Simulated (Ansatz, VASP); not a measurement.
## Two plane-wave programs on GaN

Contents of INCAR:

```
SYSTEM = GaN
PREC     = Accurate       ! precision mode
ENCUT    = 520            ! plane-wave cutoff, eV
EDIFF    = 1E-6           ! SCF threshold, eV
ISMEAR   = -1             ! smearing method
SIGMA    = 0.02           ! smearing width, eV
LREAL    = .FALSE.        ! projectors in reciprocal space
LASPH    = .TRUE.         ! aspherical terms in the spheres
NELM     = 100            ! most SCF steps
ALGO     = Normal         ! electronic algorithm
ISIF     = 2              ! what is computed and relaxed
LWAVE    = .FALSE.        ! write WAVECAR
LCHARG   = .FALSE.        ! write CHGCAR
LDIPOL   = .TRUE.       
IDIPOL   = 3            
DIPOL    = 0.5 0.5 0.500
NBANDS   = 46             ! bands
```

KPOINTS

```
regular mesh
0
G
  8 5 1
  0 0 0
```

The input POSCAR:

```
GaN
1.0
    3.1516728568      0.0000000000      0.0000000000
    0.0000000000      5.1380245888      0.0000000000
    0.0000000000      0.0000000000     19.6392000000
Ga N
4 4
Direct
    0.0000000000      0.0617967160      0.4073475918
    0.5000000000      0.5617967160      0.4536737962
    0.5000000000      0.0617967160      0.5463262038
    0.0000000000      0.5617967160      0.5926524082
    0.0000000000      0.4382032840      0.4073475918
    0.5000000000      0.9382032840      0.4536737962
    0.5000000000      0.4382032840      0.5463262038
    0.0000000000      0.9382032840      0.5926524082
```

Input for Ansatz:

```yaml
crystal:
  lattice:
    - [3.1516728568, 0.0, 0.0]
    - [0.0, 5.1380245888, 0.0]
    - [0.0, 0.0, 19.6392]
  atoms:
    - { symbol: Ga, position: [0.0, 0.061796716, 0.4073475918] }
    - { symbol: "N", position: [0.0, 0.438203284, 0.4073475918] }
    - { symbol: Ga, position: [0.5, 0.561796716, 0.4536737962] }
    - { symbol: "N", position: [0.5, 0.938203284, 0.4536737962] }
    - { symbol: Ga, position: [0.5, 0.061796716, 0.5463262038] }
    - { symbol: "N", position: [0.5, 0.438203284, 0.5463262038] }
    - { symbol: Ga, position: [0.0, 0.561796716, 0.5926524082] }
    - { symbol: "N", position: [0.0, 0.938203284, 0.5926524082] }
kpoints:
  mp_grid: { grid: [8, 5, 1] }
scf:
  occupations: { method: fermi_dirac, width: 0.02 }
hamiltonian:
  xc: lda
  pseudopotentials: { kind: paw }
output:
  forces: true
  stress: true
  eigenvalues: true
  populations: true
efield:
  axis: 3
  amplitude: 0
  dipole_correction: true
```

Alike in both runs: task single point; functional LDA; k mesh 8 × 5 × 1; occupations fermi-dirac, width 0.02 eV; no spin polarisation.

|  | VASP | Ansatz |
| --- | --- | --- |
| version | VASP 6.6.1 | Ansatz 0.2.0 |
| potentials or method | VASP PAW LDA potentials, release 64 (Ga_d, N) | PAW with Ansatz's default frozen-core files, scalar-relativistic |
| plane-wave cutoff (eV) | 520 | 420 |
| valence electrons in the cell | 72 | 72 |

VASP gave:

```
rms of the force components (eV/Å) : 1.080
```

Q: Which values does Ansatz return?

A: rms of the force components (eV/Å): 1.095.

LDA's correlation is that of Perdew and Zunger in VASP and of Perdew and Wang (1992) in Ansatz.
